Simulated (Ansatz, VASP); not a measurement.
Cu in VASP and in Ansatz

```xyz
4
Lattice="2.5901 -0.3046 -0.2227 0.5270 4.3774 0.1959 1.7040 0.4154 4.0610" Properties=species:S:1:pos:R:3 pbc="T T T"
Cu    2.0072    2.9940    0.3506
Cu    3.0383    0.6531    0.1413
Cu    2.3440    4.3719    2.4859
Cu    3.3749    2.0309    2.2764
```

Alike in both runs: functional PBE; k mesh 8 × 4 × 4; occupations gaussian, width 0.1 eV; no spin polarisation.

Ansatz relaxed the structure, and its values are those at the end. VASP's run is a single point on that final structure, the one shown.

```csv
,VASP,Ansatz
version,VASP 6.6.1,Ansatz 0.2.0
potentials or method,"VASP PAW PBE potentials, release 64 (Cu), cutoff 520 eV","scalar-relativistic, plane waves, PAW"
valence electrons in the cell,44,76
```

Ansatz gave:

| Property | Result |
| --- | --- |
| gap on the k mesh at the Fermi level (eV) | none |
| pressure (GPa) | -0.1 |

What did VASP give for the same quantities?

gap on the k mesh at the Fermi level (eV): none; pressure (GPa): 0.4.

A gap of «none» marks a metal or a gap that the smearing closes. With one functional, cell and mesh, what is left measures potentials, basis and numerics. VASP's potentials hold 44 valence electrons a cell and Ansatz's 76, so a difference there can come from the potentials and not from the codes.

The k mesh is coarse, so the values compare programs but aren't converged.
